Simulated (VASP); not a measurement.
Input of a VASP 6.6.1 run:

Contents of POSCAR:

```
SiC
1.0
    3.0760000000      0.0000000000      0.0000000000
   -1.5380000000      2.6638941420      0.0000000000
    0.0000000000      0.0000000000      5.0480000000
Si C
2 2
Direct
    0.6666666667      0.3333333333      0.5000000000
    0.3333333333      0.6666666667      0.0000000000
    0.6666666667      0.3333333333      0.8850000000
    0.3333333333      0.6666666667      0.3850000000
```

The input INCAR.step1:

```
ALGO = Normal ; EDIFF = 1E-5
ENCUT = 520 ; GGA = PE
ISIF = 2 ; ISMEAR = -1
LASPH = True ; LREAL = False
LWAVE = True ; NBANDS = 16
NELM = 60 ; PREC = Accurate
SIGMA = 0.05
```

Contents of INCAR.step2:

```
AEXX = 0.25 ; ALGO = Normal
EDIFF = 1E-6 ; ENCUT = 520
GGA = PE ; HFSCREEN = 0.1
ISIF = 2 ; ISMEAR = -1
ISTART = 1 ; LASPH = True
LCHARG = True ; LELF = True
LHFCALC = True ; LREAL = False
LVHAR = True ; LWAVE = False
NBANDS = 16 ; NELM = 60
PREC = Accurate ; PRECFOCK = Normal
SIGMA = 0.05
```

File KPOINTS:

```
k-points
0
Gamma
  5 5 3
```

Potentials or basis: VASP PAW PBE potentials, release 64 (Si, C).

Command:

```sh
$ cat potpaw_PBE.64/Si/POTCAR potpaw_PBE.64/C/POTCAR > POTCAR
$ cp INCAR.step1 INCAR
$ mpirun -np 1 vasp_std > vasp.out
$ cp INCAR.step2 INCAR
$ mpirun -np 1 vasp_std > vasp.out
```

(1) What does it give for the pressure?

(2) Predict the band gap on the k mesh.

(3) Predict the largest force.

## Answers

(1) -1.7 GPa.

(2) 4.11 eV (least direct gap 5.66 eV).

(3) 0.763 eV/Å.

Caveat: the k points lie up to 0.47 Å⁻¹ apart; the PAW data sets were made with another functional, which shifts forces and pressure a little; an odd mesh through Γ misses points on the zone boundary, where band edges can lie.
